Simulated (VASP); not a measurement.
# Hf2B (P-3m1) in VASP: relaxation of shape and atoms at fixed volume with PBE

Aim: the relaxation of shape and atoms at fixed volume of Hf2B with PBE.

Everything below comes from runs of VASP 6.6.1. Logs are shortened: lines on timing, memory, paths and dates and some standing lists are left out, and cuts for length are marked.

### Step 1. The cell of the first run

It takes space group P-3m1 (No. 164, trigonal). The conventional cell has a = 3.076 Å, b = 3.076 Å, c = 10.952 Å, α = 90.00°, β = 90.00°, γ = 120.00°. Within 3.2 Å of Hf (site symmetry 3m) lie 6 B at 2.45 Å and 9 Hf at 3.08 to 3.12 Å. Hf (site symmetry 3m) has 12 Hf at 3.02 to 3.12 Å within 4.0 Å. B (site symmetry 3m) has 3 B at 1.78 Å and 6 Hf at 2.45 Å within 2.5 Å.

### Step 2. Relaxation of shape and atoms at fixed volume, PBE (14.96 Å³/atom)

INCAR

```
SYSTEM = Hf2B
  ALGO = Fast
  EDIFF = 1E-6
  EDIFFG = -0.01
  ENCUT = 600
  GGA = PE
  IBRION = 2
  ISIF = 4
  ISMEAR = 0
  LASPH = .True.
  LCHARG = .False.
  LREAL = .False.
  LWAVE = .False.
  NELM = 100
  NSW = 50
  PREC = Accurate
  SIGMA = 0.1
```

KPOINTS

```
k-points
0
Gamma
  12 12 4
  0 0 0
```

POSCAR

```
Hf2B
1.0
    3.0760693227      0.0000000000      0.0000000000
   -1.5380346613      2.6639541772      0.0000000000
    0.0000000000      0.0000000000     10.9524264891
Hf B
4 2
Direct
    0.0000000000      0.0000000000      0.1540686625
    0.0000000000      0.0000000000      0.8459313375
    0.3333333333      0.6666666667      0.3887446317
    0.6666666667      0.3333333333      0.6112553683
    0.3333333333      0.6666666667      0.9995010875
    0.6666666667      0.3333333333      0.0004989125
```

Potentials or basis: VASP PAW PBE potentials, release 64 (Hf_pv, B).

Command:

```console
$ cat potpaw_PBE.64/Hf_pv/POTCAR potpaw_PBE.64/B/POTCAR > POTCAR
$ mpirun -np 1 vasp_std > vasp.out
```

OUTCAR:

```text
SYSTEM = Hf2B
   EDIFF = 1E-6
   EDIFFG = -0.01
   ENCUT = 600
   GGA = PE
   IBRION = 2
   ISIF = 4
   ISMEAR = 0
   LASPH = .True.
   LREAL = .False.
   NELM = 100
   NSW = 50
   PREC = Accurate

 ion  position               nearest neighbor table
   1  0.000  0.000  0.154-   6 2.45   6 2.45   6 2.45   5 2.45   5 2.45   5 2.45   3 3.12   3 3.12
                             3 3.12   2 3.37
   2  0.000  0.000  0.846-   5 2.45   5 2.45   5 2.45   6 2.45   6 2.45   6 2.45   4 3.12   4 3.12
                             4 3.12   1 3.37
   3  0.333  0.667  0.389-   4 3.02   4 3.02   4 3.02   1 3.12   1 3.12   1 3.12
   4  0.667  0.333  0.611-   3 3.02   3 3.02   3 3.02   2 3.12   2 3.12   2 3.12
   5  0.333  0.667  1.000-   6 1.78   6 1.78   6 1.78   2 2.45   2 2.45   2 2.45   1 2.45   1 2.45
                             1 2.45
   6  0.667  0.333  0.000-   5 1.78   5 1.78   5 1.78   1 2.45   1 2.45   1 2.45   2 2.45   2 2.45
                             2 2.45

  LATTYP: Found a hexagonal cell.
 ALAT       =     3.0760693227
 C/A-ratio  =     3.5605265487

  Lattice vectors:

 A1 = (   3.0760693227,   0.0000000000,   0.0000000000)
 A2 = (  -1.5380346613,   2.6639541772,   0.0000000000)
 A3 = (   0.0000000000,   0.0000000000,  10.9524264891)

Analysis of symmetry for initial positions (statically):
=====================================================================
 Subroutine PRICEL returns:
 Original cell was already a primitive cell.

 Routine SETGRP: Setting up the symmetry group for a
 hexagonal supercell.

 Subroutine GETGRP returns: Found 12 space group operations
 (whereof 12 operations were pure point group operations)
 out of a pool of 24 trial point group operations.

The static configuration has the point symmetry D_3d.

Analysis of symmetry for dynamics (positions and initial velocities):
=====================================================================
 Subroutine PRICEL returns:
 Original cell was already a primitive cell.

 Routine SETGRP: Setting up the symmetry group for a
 hexagonal supercell.

 Subroutine GETGRP returns: Found 12 space group operations
 (whereof 12 operations were pure point group operations)
 out of a pool of 24 trial point group operations.

The dynamic configuration has the point symmetry D_3d.

 Subroutine INISYM returns: Found 12 space group operations
 (whereof 12 operations are pure point group operations),
 and found     1 'primitive' translations

[... 114 lines left out ...]
   NUPDOWN=      -1.0000    fix difference up-down
   EMIN   =  10.00;   EMAX   =-10.00  energy-range for DOS
   EFERMI =   0.00;   METHOD = LEGACY
   ISMEAR =     0;   SIGMA  =   0.10  broadening in eV -4-tet -1-fermi 0-gaus
   EFERMI_NEDOS =   21; number of points for ismear=-14 and -15
   IALGO  =     68    algorithm
   IMIX   =      4    mixing-type and parameters
     AMIX     =   0.40;   BMIX     =  1.00
     AMIX_MAG =   1.60;   BMIX_MAG =  1.00
  volume/ion in A,a.u.               =      14.96       100.94
  Fermi-wavevector in a.u.,A,eV,Ry     =   1.310136  2.475798 23.353805  1.716456
  Thomas-Fermi vector in A             =   2.440687
   LORBIT       =      0    0 simple, 1 ext, 2 COOP (PROOUT), +10 PAW based schemes
   GGA     = PE    functional components
   LHFCALC =     F    Hartree Fock is set to
   AEXX    =    0.0000 exact exchange contribution
   IVDW    =     0    specifies the selected vdW correction
   LEPSILON=     F    determine dielectric tensor
   LRPA    =     F    only Hartree local field effects (RPA)
 conjugate gradient relaxation of ions
 non-spin polarized calculation
 RMM-DIIS sequential band-by-band and
 Gauss-broadening in eV      SIGMA  =   0.10
  energy-cutoff  :      600.00
  volume of cell :       89.75
 maximum number of plane-waves:      3024
 NGX is ok and might be reduce to    28
   NGX = 13   NGY = 13   NGZ = 43

--------------------------------------- Ionic step        1  -------------------------------------------

 number of electron      46.0000001 magnetization

 Free energy of the ion-electron system (eV)
  ---------------------------------------------------
  ext. energy  EPLUGINS =         0.00000000
  ---------------------------------------------------
  free energy    TOTEN  =       -55.56208619 eV

  energy without entropy =      -55.53796675  energy(sigma->0) =      -55.55002647

------------------------ aborting loop because EDIFF is reached ----------------------------------------

  FORCE on cell =-STRESS in cart. coord.  units (eV):
  Direction    XX          YY          ZZ          XY          YZ          ZX
  --------------------------------------------------------------------------------------
  -------------------------------------------------------------------------------------
  Total        8.2690108      8.2690108      8.2883368      0.0000000      0.0000000      0.0000000
  in kB      147.6151470    147.6151470    147.9601478      0.0000000      0.0000000      0.0000000
  external PRESSURE =     147.7301473 kB  Pullay stress =       0.0000000 kB
[... 267 lines left out ...]
--------------------------------------- Ionic step        8  -------------------------------------------

 number of electron      46.0000003 magnetization

 Free energy of the ion-electron system (eV)
  ---------------------------------------------------
  ext. energy  EPLUGINS =         0.00000000
  ---------------------------------------------------
  free energy    TOTEN  =       -55.56571534 eV

  energy without entropy =      -55.54167647  energy(sigma->0) =      -55.55369591

 E-fermi :   6.0348     XC(G=0): -12.0466

 val. band max:        6.0289362633   @ k =  -0.1667   0.5000   0.2500
 cond. band min:       6.0473210981   @ k =  -0.0833   0.5000   0.2500
 fundamental gap:      0.0183848349
 Fermi energy:         6.0348169251

 k-point     1 :       0.0000    0.0000    0.0000
  band No.  band energies     occupation
      1     -24.6509      2.00000
      2     -24.2549      2.00000
      3     -24.1342      2.00000
      4     -23.7394      2.00000
      5     -23.7394      2.00000
      6     -23.7055      2.00000
[... 709 lines left out ...]
     26       7.6598      0.00000
     27       8.0236      0.00000

 [... further k-points ...]

------------------------ aborting loop because EDIFF is reached ----------------------------------------

  FORCE on cell =-STRESS in cart. coord.  units (eV):
  Direction    XX          YY          ZZ          XY          YZ          ZX
  --------------------------------------------------------------------------------------
  -------------------------------------------------------------------------------------
  Total        8.0326040      8.0326040      8.0365401      0.0000000      0.0000000     -0.0000000
  in kB      143.3949055    143.3949055    143.4651725      0.0000000      0.0000000     -0.0000000
  external PRESSURE =     143.4183278 kB  Pullay stress =       0.0000000 kB
[... 21 lines left out ...]
  FREE ENERGIE OF THE ION-ELECTRON SYSTEM (eV)
  ---------------------------------------------------
  free  energy   TOTEN  =       -55.5657153412 eV

  energy  without entropy=      -55.5416764725  energy(sigma->0) =      -55.55369591

 reached required accuracy - stopping structural energy minimisation
```

CONTCAR:

```text
Hf2B
   1.00000000000000
     3.0777630369092353    0.0000000000149328    0.0000000000000000
    -1.5388815183916582    2.6654209766933121   -0.0000000000000000
     0.0000000000000000    0.0000000000000000   10.9403754144866792
  Hf              B
     4     2
Direct
     0.0000000000000000    0.0000000000000000    0.1554741365025446
     0.0000000000000000    0.0000000000000000    0.8445258634974552
     0.3333333332999970    0.6666666667000030    0.3891110142705171
     0.6666666667000030    0.3333333332999970    0.6108889857294829
     0.3333333332999970    0.6666666667000030    0.9995113940414841
     0.6666666667000030    0.3333333332999970    0.0004886059585158

  0.00000000E+00  0.00000000E+00  0.00000000E+00
  0.00000000E+00  0.00000000E+00  0.00000000E+00
  0.00000000E+00  0.00000000E+00  0.00000000E+00
  0.00000000E+00  0.00000000E+00  0.00000000E+00
  0.00000000E+00  0.00000000E+00  0.00000000E+00
  0.00000000E+00  0.00000000E+00  0.00000000E+00
```

Run time: 13 min. Hardware: 1 thread of Intel Xeon Platinum 8375C at 2.90GHz (Ice Lake), shared host; peak memory 0.37 GiB.

What came out:

```
Free energy                  : -55.5657 eV
Energy gained by relaxing    : 0.6 meV/atom
Ionic steps                  : 8
Pressure after relaxing      : 14.3 GPa
Largest force after relaxing : 0.004 eV/Å
Band gap on the k mesh       : zero (bands 23 and 24 overlap by 1.90 eV)
```

Forces on the atoms (eV/Å):
```
Hf   0.000  0.000  0.001
Hf   0.000  0.000 -0.001
Hf   0.000  0.000  0.004
Hf   0.000  0.000 -0.004
B    0.000  0.000  0.000
B    0.000  0.000  0.000
```

Step by step:
```csv
step,energy change (eV),largest force (eV/Å),pressure (GPa),volume (Å³)
1,0.0000,0.2301,14.77,89.75
2,-0.0032,0.0517,14.46,89.75
3,-0.0034,0.0301,14.37,89.75
4,-0.0036,0.0130,14.34,89.75
5,-0.0036,0.0145,14.34,89.75
6,-0.0036,0.0144,14.34,89.75
7,-0.0036,0.0137,14.34,89.75
8,-0.0036,0.0042,14.34,89.75
```

Final structure:
```cif
data_structure
_symmetry_space_group_name_H-M 'P 1'
_symmetry_Int_Tables_number 1
_cell_length_a 3.0778
_cell_length_b 3.0778
_cell_length_c 10.9404
_cell_angle_alpha 90.000
_cell_angle_beta 90.000
_cell_angle_gamma 120.000
_cell_volume 89.75
loop_
_atom_site_label
_atom_site_type_symbol
_atom_site_fract_x
_atom_site_fract_y
_atom_site_fract_z
_atom_site_occupancy
Hf1 Hf 0.00000 0.00000 0.15547 1
Hf2 Hf 0.00000 0.00000 0.84453 1
Hf3 Hf 0.33333 0.66667 0.38911 1
Hf4 Hf 0.66667 0.33333 0.61089 1
B1 B 0.33333 0.66667 0.99951 1
B2 B 0.66667 0.33333 0.00049 1
```

Levels at points of the mesh, in eV from the Fermi level:
| k point | band 21 | band 22 | band 23 | band 24 | band 25 | band 26 |
| --- | --- | --- | --- | --- | --- | --- |
| (0.00, 0.00, 0.00) | 0.25 | 1.11 | 1.24 | 1.24 | 1.57 | 1.60 |
| (0.50, 0.00, 0.00) | -1.78 | -1.10 | 0.21 | 0.35 | 0.77 | 1.75 |
| (0.00, 0.00, 0.50) | -0.11 | 0.74 | 1.32 | 1.32 | 1.44 | 1.44 |
| (0.50, 0.00, 0.50) | -2.13 | -1.01 | 0.19 | 0.59 | 0.81 | 1.50 |

Caveat: spin-orbit coupling is left out, which moves the levels of the heavy elements.
